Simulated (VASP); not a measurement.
# NaCl in VASP: a series of runs

NaCl is run at these levels: PBE, r2SCAN; tasks: single point.

Program: VASP 6.6.1. These are calculated values, not measurements. Logs are shortened: lines on timing, memory, paths and dates and some standing lists are left out, and cuts for length are marked.

## Step 1: The cell of the first run

It takes space group Fm-3m (No. 225, cubic). Conventional cell: a = 5.444 Å, b = 5.444 Å, c = 5.444 Å, α = 90.00°, β = 90.00°, γ = 90.00°. Within 3.6 Å of Na (site symmetry m-3m) lie 6 Cl at 2.72 Å. Within 3.6 Å of Cl (site symmetry m-3m) lie 6 Na at 2.72 Å.

## Step 2: Single point, PBE (strain -2.9%)

File INCAR:

```
SYSTEM = NaCl
PREC = Accurate
ENCUT = 520
EDIFF = 1E-7
ISMEAR = -1
SIGMA = 0.02
LREAL = .FALSE.
LASPH = .TRUE.
NELM = 60
ALGO = Normal
ISIF = 2
LWAVE = .FALSE.
LCHARG = .FALSE.
GGA = PE
NBANDS = 14
```

File KPOINTS:

```
regular mesh
0
G
  8 8 8
  0 0 0
```

File POSCAR:

```
NaCl
1.0
    0.0000000000      2.7219811040      2.7219811040
    2.7219811040      0.0000000000      2.7219811040
    2.7219811040      2.7219811040      0.0000000000
Na Cl
1 1
Direct
    0.0000000000      0.0000000000      0.0000000000
    0.5000000000      0.5000000000      0.5000000000
```

Potentials or basis: VASP PAW PBE potentials, release 64 (Na_pv, Cl).

Started as:

```bash
$ cat potpaw_PBE.64/Na_pv/POTCAR potpaw_PBE.64/Cl/POTCAR > POTCAR
$ mpirun -np 1 vasp_std > vasp.out
```

OUTCAR:

```text
SYSTEM = NaCl
   PREC = Accurate
   ENCUT = 520
   EDIFF = 1E-7
   ISMEAR = -1
   LREAL = .FALSE.
   LASPH = .TRUE.
   NELM = 60
   ISIF = 2
   GGA = PE

 ion  position               nearest neighbor table
   1  0.000  0.000  0.000-   2 2.72   2 2.72   2 2.72   2 2.72   2 2.72   2 2.72
   2  0.500  0.500  0.500-   1 2.72   1 2.72   1 2.72   1 2.72   1 2.72   1 2.72

  LATTYP: Found a face centered cubic cell.
 ALAT       =     5.4439622080

  Lattice vectors:

 A1 = (   0.0000000000,   2.7219811040,   2.7219811040)
 A2 = (   2.7219811040,   0.0000000000,   2.7219811040)
 A3 = (   2.7219811040,   2.7219811040,   0.0000000000)

Analysis of symmetry for initial positions (statically):
=====================================================================
 Subroutine PRICEL returns:
 Original cell was already a primitive cell.

 Routine SETGRP: Setting up the symmetry group for a
 face centered cubic supercell.

 Subroutine GETGRP returns: Found 48 space group operations
 (whereof 48 operations were pure point group operations)
 out of a pool of 48 trial point group operations.

The static configuration has the point symmetry O_h .

Analysis of symmetry for dynamics (positions and initial velocities):
=====================================================================
 Subroutine PRICEL returns:
 Original cell was already a primitive cell.

 Routine SETGRP: Setting up the symmetry group for a
 face centered cubic supercell.

 Subroutine GETGRP returns: Found 48 space group operations
 (whereof 48 operations were pure point group operations)
 out of a pool of 48 trial point group operations.

The dynamic configuration has the point symmetry O_h .

 Subroutine INISYM returns: Found 48 space group operations
 (whereof 48 operations are pure point group operations),
 and found     1 'primitive' translations

----------------------------------------------------------------------------------------

                                     Primitive cell

  volume of cell :      40.3353

  direct lattice vectors                    reciprocal lattice vectors
     0.000000000  2.721981104  2.721981104    -0.183689740  0.183689740  0.183689740
     2.721981104  0.000000000  2.721981104     0.183689740 -0.183689740  0.183689740
     2.721981104  2.721981104  0.000000000     0.183689740  0.183689740 -0.183689740

  length of vectors
     3.849462594  3.849462594  3.849462594     0.318159962  0.318159962  0.318159962

  position of ions in fractional coordinates (direct lattice)
     0.000000000  0.000000000  0.000000000
     0.500000000  0.500000000  0.500000000

  ion indices of the primitive-cell ions
   primitive index   ion index
                 1           1
                 2           2

----------------------------------------------------------------------------------------

 KPOINTS: regular mesh

Automatic generation of k-mesh.
 Grid dimensions read from file:
 generate k-points for:    8    8    8

 Generating k-lattice:

  Cartesian coordinates                     Fractional coordinates (reciprocal lattice)
    -0.022961217  0.022961217  0.022961217     0.125000000  0.000000000  0.000000000
     0.022961217 -0.022961217  0.022961217     0.000000000  0.125000000  0.000000000
     0.022961217  0.022961217 -0.022961217     0.000000000  0.000000000  0.125000000

  Length of vectors
     0.039769995  0.039769995  0.039769995

  Shift w.r.t. Gamma in fractional coordinates (k-lattice)
     0.000000000  0.000000000  0.000000000

 Subroutine IBZKPT returns following result:
 ===========================================

 Found     29 irreducible k-points:

 Following reciprocal coordinates:
            Coordinates               Weight
  0.000000  0.000000  0.000000      1.000000
  0.125000  0.000000  0.000000      8.000000
  0.250000  0.000000  0.000000      8.000000
  0.375000  0.000000  0.000000      8.000000
  0.500000  0.000000  0.000000      4.000000
  0.125000  0.125000  0.000000      6.000000
[... 16 lines left out ...]
  0.500000  0.250000  0.125000     48.000000
 -0.375000  0.250000  0.125000     24.000000
 [... further k-points ...]
   k-points           NKPTS =     29   k-points in BZ     NKDIM =     29   number of bands    NBANDS=     14
   number of dos      NEDOS =    301   number of ions     NIONS =      2
   total plane-waves  NPLWV =  27000
   dimension x,y,z NGX =    30 NGY =   30 NGZ =   30
   dimension x,y,z NGXF=    60 NGYF=   60 NGZF=   60
   ions per type =               1   1
   NGX,Y,Z   is equivalent  to a cutoff of  12.96, 12.96, 12.96 a.u.
   NGXF,Y,Z  is equivalent  to a cutoff of  25.91, 25.91, 25.91 a.u.
 SYSTEM =  NaCl
   PREC   = accura    normal or accurate (medium, high low for compatibility)
   ISTART =      0    job   : 0-new  1-cont  2-samecut
   ICHARG =      2    charge: 1-file 2-atom 10-const
   ISPIN  =      1    spin polarized calculation?
   LNONCOLLINEAR =      F non collinear calculations
   LSORBIT =      F    spin-orbit coupling
   LASPH  =      T    aspherical Exc in radial PAW
   ENCUT  =  520.0 eV  38.22 Ry    6.18 a.u.   7.16  7.16  7.16*2*pi/ulx,y,z
   NELM   =     60;   NELMIN=  2; NELMDL= -5     # of ELM steps
   EDIFF  = 0.1E-06   stopping-criterion for ELM
   LREAL  =      F    real-space projection
   EDIFFG = 0.1E-05   stopping-criterion for IOM
   NSW    =      0    number of steps for IOM
   IBRION =     -1    ionic relax: 0-MD 1-quasi-New 2-CG
   NFREE  =      0    steps in history (QN), initial steepest desc. (CG)
   ISIF   =      2    stress and relaxation
   ISYM   =      2    0-nonsym 1-usesym 2-fastsym
   POTIM  = 0.5000    time-step for ionic-motion
   TEBEG  =    0.0;   TEEND  =   0.0 temperature during run
   PSTRESS=    0.0 pullay stress
   NELECT =      14.0000    total number of electrons
   NUPDOWN=      -1.0000    fix difference up-down
   EMIN   =  10.00;   EMAX   =-10.00  energy-range for DOS
   EFERMI =   0.00;   METHOD = LEGACY
   ISMEAR =    -1;   SIGMA  =   0.02  broadening in eV -4-tet -1-fermi 0-gaus
   EFERMI_NEDOS =   21; number of points for ismear=-14 and -15
   IALGO  =     38    algorithm
   IMIX   =      4    mixing-type and parameters
     AMIX     =   0.40;   BMIX     =  1.00
     AMIX_MAG =   1.60;   BMIX_MAG =  1.00
  volume/ion in A,a.u.               =      20.17       136.10
  Fermi-wavevector in a.u.,A,eV,Ry     =   1.150506  2.174142 18.009558  1.323665
  Thomas-Fermi vector in A             =   2.287170
   LORBIT       =      0    0 simple, 1 ext, 2 COOP (PROOUT), +10 PAW based schemes
   GGA     = PE    functional components
   LHFCALC =     F    Hartree Fock is set to
   AEXX    =    0.0000 exact exchange contribution
   IVDW    =     0    specifies the selected vdW correction
   LEPSILON=     F    determine dielectric tensor
   LRPA    =     F    only Hartree local field effects (RPA)
 non-spin polarized calculation
  energy-cutoff  :      520.00
  volume of cell :       40.34
 maximum number of plane-waves:      1106
 NGX is ok and might be reduce to    30
   NGX = 15   NGY = 15   NGZ = 15

 number of electron      13.9999994 magnetization

 Free energy of the ion-electron system (eV)
  ---------------------------------------------------
  ext. energy  EPLUGINS =         0.00000000
  ---------------------------------------------------
  free energy    TOTEN  =        -6.70617063 eV

  energy without entropy =       -6.70617063  energy(sigma->0) =       -6.70617063

 E-fermi :   0.3561     XC(G=0):  -8.6297

 val. band max:       -0.0699762114   @ k =   0.0000   0.0000   0.0000
 cond. band min:       5.4795054958   @ k =   0.0000   0.0000   0.0000
 fundamental gap:      5.5494817072
 Fermi energy:         0.3560649800

 k-point     1 :       0.0000    0.0000    0.0000
  band No.  band energies     occupation
      1     -20.7069      2.00000
      2     -20.7069      2.00000
      3     -20.7069      2.00000
      4     -12.9943      2.00000
      5      -0.0700      2.00000
      6      -0.0700      2.00000
      7      -0.0700      2.00000
      8       5.4795      0.00000
      9      11.1408      0.00000
     10      11.1408      0.00000
     11      11.1408      0.00000
     12      13.4467      0.00000
     13      13.4467      0.00000
     14      15.2313      0.00000

 k-point     2 :       0.1250    0.0000    0.0000
  band No.  band energies     occupation
      1     -20.7141      2.00000
      2     -20.7074      2.00000
      3     -20.7074      2.00000
      4     -12.9307      2.00000
      5      -0.5028      2.00000
      6      -0.1212      2.00000
      7      -0.1212      2.00000
      8       6.0179      0.00000
      9      10.6156      0.00000
     10      11.3619      0.00000
     11      11.3619      0.00000
     12      13.2250      0.00000
     13      13.2250      0.00000
     14      16.2708      0.00000

 k-point     3 :       0.2500    0.0000    0.0000
  band No.  band energies     occupation
      1     -20.7313      2.00000
      2     -20.7085      2.00000
      3     -20.7085      2.00000
      4     -12.7718      2.00000
      5      -1.3574      2.00000
      6      -0.2403      2.00000
      7      -0.2403      2.00000
      8       6.9825      0.00000
      9      10.2091      0.00000
     10      11.5290      0.00000
     11      11.5290      0.00000
     12      13.4807      0.00000
     13      13.4807      0.00000
     14      16.4028      0.00000

 k-point     4 :       0.3750    0.0000    0.0000
  band No.  band energies     occupation
      1     -20.7482      2.00000
      2     -20.7096      2.00000
      3     -20.7096      2.00000
      4     -12.6043      2.00000
      5      -2.0675      2.00000
      6      -0.3536      2.00000
      7      -0.3536      2.00000
      8       7.3723      0.00000
      9      10.8468      0.00000
     10      11.2829      0.00000
     11      11.2829      0.00000
     12      14.9264      0.00000
     13      14.9264      0.00000
     14      15.8191      0.00000

 k-point     5 :       0.5000    0.0000    0.0000
  band No.  band energies     occupation
      1     -20.7552      2.00000
      2     -20.7101      2.00000
      3     -20.7101      2.00000
      4     -12.5322      2.00000
      5      -2.3364      2.00000
      6      -0.3989      2.00000
      7      -0.3989      2.00000
      8       7.3851      0.00000
      9      11.1525      0.00000
     10      11.1525      0.00000
     11      11.4535      0.00000
[... 276 lines left out ...]
 k-point    22 :       0.3750    0.2500    0.1250
  band No.  band energies     occupation
      1     -20.7337      2.00000
      2     -20.7155      2.00000
      3     -20.7104      2.00000
      4     -12.6697      2.00000
      5      -1.5342      2.00000
      6      -0.6288      2.00000
      7      -0.3791      2.00000
      8       7.9364      0.00000
      9       9.3564      0.00000
     10      10.8075      0.00000
     11      12.5213      0.00000
     12      12.8017      0.00000
     13      15.1220      0.00000
     14      18.9239      0.00000

 k-point    23 :       0.5000    0.2500    0.1250
  band No.  band energies     occupation
      1     -20.7418      2.00000
      2     -20.7188      2.00000
      3     -20.7123      2.00000
      4     -12.5462      2.00000
      5      -1.8793      2.00000
      6      -0.8926      2.00000
      7      -0.5084      2.00000
      8       8.4892      0.00000
      9       9.8870      0.00000
     10      10.1566      0.00000
     11      12.2468      0.00000
     12      14.1117      0.00000
     13      16.7790      0.00000
     14      17.0489      0.00000

 k-point    24 :      -0.3750    0.2500    0.1250
  band No.  band energies     occupation
      1     -20.7453      2.00000
      2     -20.7196      2.00000
      3     -20.7136      2.00000
      4     -12.4936      2.00000
      5      -2.0198      2.00000
      6      -0.9864      2.00000
      7      -0.5711      2.00000
      8       8.5266      0.00000
      9       9.8780      0.00000
     10      10.6771      0.00000
     11      12.0494      0.00000
     12      14.8313      0.00000
     13      16.2658      0.00000
     14      17.2100      0.00000

 [... further k-points ...]
[... 5 lines left out ...]
  --------------------------------------------------------------------------------------
  -------------------------------------------------------------------------------------
  Total        1.1023654      1.1023654      1.1023654      0.0000000      0.0000000      0.0000000
  in kB       43.7875702     43.7875702     43.7875702      0.0000000      0.0000000      0.0000000
  external PRESSURE =      43.7875702 kB  Pullay stress =       0.0000000 kB

 VOLUME and BASIS-vectors are now :
 -----------------------------------------------------------------------------
  energy-cutoff  :      520.00
  volume of cell :       40.34
      direct lattice vectors                 reciprocal lattice vectors
     0.000000000  2.721981104  2.721981104    -0.183689740  0.183689740  0.183689740
     2.721981104  0.000000000  2.721981104     0.183689740 -0.183689740  0.183689740
     2.721981104  2.721981104  0.000000000     0.183689740  0.183689740 -0.183689740

 POSITION                                       TOTAL-FORCE (eV/Angst)
 -----------------------------------------------------------------------------------
      0.00000      0.00000      0.00000         0.000000      0.000000      0.000000
      2.72198      2.72198      2.72198        -0.000000     -0.000000     -0.000000
 -----------------------------------------------------------------------------------
    total drift:                               -0.000000      0.000000      0.000000

  FREE ENERGIE OF THE ION-ELECTRON SYSTEM (eV)
  ---------------------------------------------------
  free  energy   TOTEN  =        -6.7061706273 eV

  energy  without entropy=       -6.7061706273  energy(sigma->0) =       -6.70617063
```

Wall time 8.6 s (1 thread of Intel Xeon 6975P-C (Granite Rapids), shared host); peak memory 0.16 GiB.

Results:

```yaml
Free_energy: -6.7062 eV
Pressure: 4.4 GPa
Band_gap_on_the_k_mesh: 5.55 eV, direct
```

Levels at points of the mesh, in eV from the valence-band top:
```tsv
k point	band 5	band 6	band 7	band 8	band 9	band 10
(0.00, 0.00, 0.00)	0.00	0.00	0.00	5.55	11.21	11.21
(0.50, 0.00, 0.00)	-2.27	-0.33	-0.33	7.46	11.22	11.22
(0.50, 0.50, 0.00)	-1.96	-0.71	-0.71	7.84	7.96	12.11
```

Caveat: the cell differs from its parent crystal (strain -2.9%).

[end of part 1 of 2]
